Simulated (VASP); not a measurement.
Write the native input for VASP 6.6.1 that does the following.

* Task: single point
* Functional: PBE
* Potentials or basis: VASP PAW PBE potentials, release 64 (Zr_sv, C)
* Cutoff: 600 eV
* k mesh: 7 × 7 × 7
* Occupations: fermi-dirac, width 0.1 eV
* Spin: no spin polarisation
* Hubbard terms: Zr d U = 5.0 eV
* Dipole correction: no
* Further INCAR settings: ALGO = Normal; EDIFF = 1e-06; NBANDS = 15

The structure of ZrC lies in POSCAR:

```
ZrC
1.0
    0.0000000000      2.3824363514      2.3824363514
    2.3824363514      0.0000000000      2.3824363514
    2.3824363514      2.3824363514      0.0000000000
Zr C
1 1
Direct
    0.0000000000      0.0000000000      0.0000000000
    0.5000000000      0.5000000000      0.5000000000
```

These files were run (other wordings do the same):

INCAR

```
SYSTEM = ZrC
PREC = Accurate ; ENCUT = 600
EDIFF = 1E-6 ; ISMEAR = -1
SIGMA = 0.1 ; LREAL = .FALSE.
LASPH = .TRUE. ; NELM = 200
ALGO = Normal ; ISIF = 2
LWAVE = .FALSE. ; LCHARG = .TRUE.
LMAXMIX = 4 ; LDAU = .TRUE.
LDAUTYPE = 2 ; LDAUL = 2 -1
LDAUU = 5 0 ; LDAUJ = 0 0
LDAUPRINT = 1 ; GGA = PE
LELF = .TRUE. ; LVHAR = .TRUE.
NBANDS = 15 ; GGA_COMPAT = .FALSE.
```

KPOINTS

```
Automatic mesh
0
G
  7 7 7
  0 0 0
```

Potentials or basis: VASP PAW PBE potentials, release 64 (Zr_sv, C).

Command:

```console
$ cat potpaw_PBE.64/Zr_sv/POTCAR potpaw_PBE.64/C/POTCAR > POTCAR
$ mpirun -np 1 vasp_std > vasp.out
```

Results of the run:

The pressure is 5.6 GPa and the band gap on the k mesh is zero (bands 8 and 9 overlap by 1.18 eV).

Caveat: the cell stands under pressure; U without spin polarisation on a metal has little footing; the U is typed as a test and isn't derived for this compound.

Run time: 19 s on 1 thread of Intel Xeon 8259CL, on a shared host, peak memory 0.16 GiB.
